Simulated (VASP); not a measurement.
A run of VASP 6.6.1 is set up as follows.

File INCAR:

```
  ALGO = Normal
  EDIFF = 1E-6
  ENCUT = 500
  GGA_COMPAT = False
  ISIF = 2
  ISMEAR = 0
  LASPH = True
  LCHARG = True
  LELF = True
  LREAL = False
  LVHAR = True
  LWAVE = False
  NBANDS = 19
  NELM = 120
  PREC = Accurate
  SIGMA = 0.01
```

Contents of KPOINTS:

```
k-points
0
Gamma
  2 2 2
```

POSCAR

```
SrCl2
1.0
    2.4567214836      1.4183888098      4.0153159317
   -2.4567214836      1.4183888098      4.0153159317
    0.0000000000     -2.8367776197      4.0153159316
Sr Cl
1 2
Direct
    0.0000000000      0.0000000000      0.0000000000
    0.2499511381      0.2499511381      0.2499511381
    0.7500488619      0.7500488619      0.7500488619
```

Potentials or basis: VASP PAW LDA potentials, release 64 (Sr_sv, Cl).

The run is started by

```bash
$ cat potpaw_LDA.64/Sr_sv/POTCAR potpaw_LDA.64/Cl/POTCAR > POTCAR
$ mpirun -np 1 vasp_std > vasp.out
```

(1) Estimate the pressure.

(2) Estimate the band gap on the k mesh.

## Answers

(1) -2.1 GPa.

(2) 4.91 eV (least direct gap 5.12 eV).

Caveat: the k points lie up to 0.78 Å⁻¹ apart.
